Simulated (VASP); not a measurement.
Crystal: Y.

```
Y
1.0
     0.00000    2.75419    2.75419
     2.75419    0.00000    2.75419
     2.75419    2.75419    0.00000
Y
1
Direct
  0.00000 0.00000 0.00000
```

This isn't the form of Y at room conditions, which is hcp.

| Property | Result |
| --- | --- |
| Program | VASP 6.6.1 |
| Task | relaxation of cell and atoms |
| Functional | PBE |
| Potentials or basis | VASP PAW PBE potentials, release 64 (Y_sv) |
| Cutoff | 600 eV |
| k mesh | 14 × 14 × 14 |
| Occupations | gaussian, width 0.1 eV |
| Spin | no spin polarisation |

At the start: pressure -6.6 GPa; volume 41.78 Å³/atom.

Task: Where does the relaxation end?

Result: Over 3 steps the energy falls by 232.2 meV/atom and the volume is 32.35 Å³/atom (-22.6 %); space group Fm-3m (No. 225, to 0.1 Å) before and after.

Step by step:
| step | energy change (eV) | largest force (eV/Å) | pressure (GPa) | volume (Å³) |
| --- | --- | --- | --- | --- |
| 1 | 0.0000 | 0.0000 | -6.59 | 41.78 |
| 2 | -0.2322 | 0.0000 | 0.15 | 32.24 |
| 3 | -0.2322 | 0.0000 | -0.01 | 32.35 |

Final structure:
```cif
data_structure
_symmetry_space_group_name_H-M 'P 1'
_symmetry_Int_Tables_number 1
_cell_length_a 3.5766
_cell_length_b 3.5766
_cell_length_c 3.5766
_cell_angle_alpha 60.000
_cell_angle_beta 60.000
_cell_angle_gamma 60.000
_cell_volume 32.35
loop_
_atom_site_label
_atom_site_type_symbol
_atom_site_fract_x
_atom_site_fract_y
_atom_site_fract_z
_atom_site_occupancy
Y1 Y 0.00000 0.00000 0.00000 1
```

Caveat: the volume moved by over 15 % at a fixed basis, so the end points are rough.
